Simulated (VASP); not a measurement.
Write the native input for VASP 6.6.1 that does the following.

| Quantity | Value |
| --- | --- |
| Task | single point |
| Functional | PBE |
| Potentials or basis | VASP PAW PBE potentials, release 64 (La, Sn_d, O) |
| Cutoff | 520 eV |
| k mesh | 4 × 4 × 4 |
| Occupations | gaussian, width 0.15 eV |
| Spin | no spin polarisation |
| Dipole correction | no |
| Further INCAR settings | ALGO = Normal; EDIFF = 1e-06; NBANDS = 43 |

The structure of La2SnO5 lies in POSCAR:

```
La2SnO5
1.0
   -1.9783318466      1.9783318466      8.2601200016
    1.9783318466     -1.9783318466      8.2601200016
    1.9783318466      1.9783318466     -8.2601200016
La Sn O
2 1 5
Direct
    0.3562360131      0.3562360131      0.0000000000
    0.6996439687      0.6996439687      0.0000000000
    0.0085378457      0.0085378457      0.0000000000
    0.1266391776      0.1266391776      0.0000000000
   -0.0355509950      0.4644490050      0.5000000000
    0.4644490050     -0.0355509950      0.5000000000
    0.2765224925      0.7765224925      0.5000000000
    0.7765224925      0.2765224925      0.5000000000
```

The input as run:

INCAR

```
ALGO = Normal
EDIFF = 1E-6
ENCUT = 520
GGA = PE
ISIF = 2
ISMEAR = 0
LASPH = True
LCHARG = False
LREAL = False
LWAVE = False
NBANDS = 43
NELM = 100
PREC = Accurate
SIGMA = 0.15
```

KPOINTS

```
k-points
0
Gamma
  4 4 4
```

Potentials or basis: VASP PAW PBE potentials, release 64 (La, Sn_d, O).

Command:

```bash
$ cat potpaw_PBE.64/La/POTCAR potpaw_PBE.64/Sn_d/POTCAR potpaw_PBE.64/O/POTCAR > POTCAR
$ mpirun -np 1 vasp_std > vasp.out
```

Results of the run:

* Pressure: 0.0 GPa
* Largest force: 0.121 eV/Å
* Band gap on the k mesh: 0.78 eV, indirect (least direct gap 0.95 eV)

Caveat: the k points lie up to 0.56 Å⁻¹ apart; spin-orbit coupling is left out, which moves the levels of the heavy elements.

Run time: 15 min on 1 thread of AMD EPYC 7R43 64-Core Processor (Zen 3) (shared host), peak memory 0.66 GiB.
